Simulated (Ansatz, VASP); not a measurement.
**Two plane-wave programs on Ca**

```xyz
1
Lattice="0.0000 2.7942 2.7942 2.7942 0.0000 2.7942 2.7942 2.7942 0.0000" Properties=species:S:1:pos:R:3 pbc="T T T"
Ca    0.0000    0.0000    0.0000
```

Alike in both runs: task single point; functional LDA; k mesh 14 × 14 × 14; occupations gaussian, width 0.15 eV; no spin polarisation.

```csv
,VASP,Ansatz
version,VASP 6.6.1,Ansatz 0.2.0
potentials or method,"VASP PAW LDA potentials, release 64 (Ca_sv), cutoff 520 eV","scalar-relativistic, plane waves, PAW"
valence electrons in the cell,10,10
```

|  | VASP | Ansatz | Ansatz less VASP |
| --- | --- | --- | --- |
| gap on the k mesh at the Fermi level (eV) | none | none | - |
| pressure (GPa) | -2.1 | -2.1 | -0.01 |

LDA's correlation is that of Perdew and Zunger in VASP and of Perdew and Wang (1992) in Ansatz. A gap of «none» marks a metal or a gap that the smearing closes.
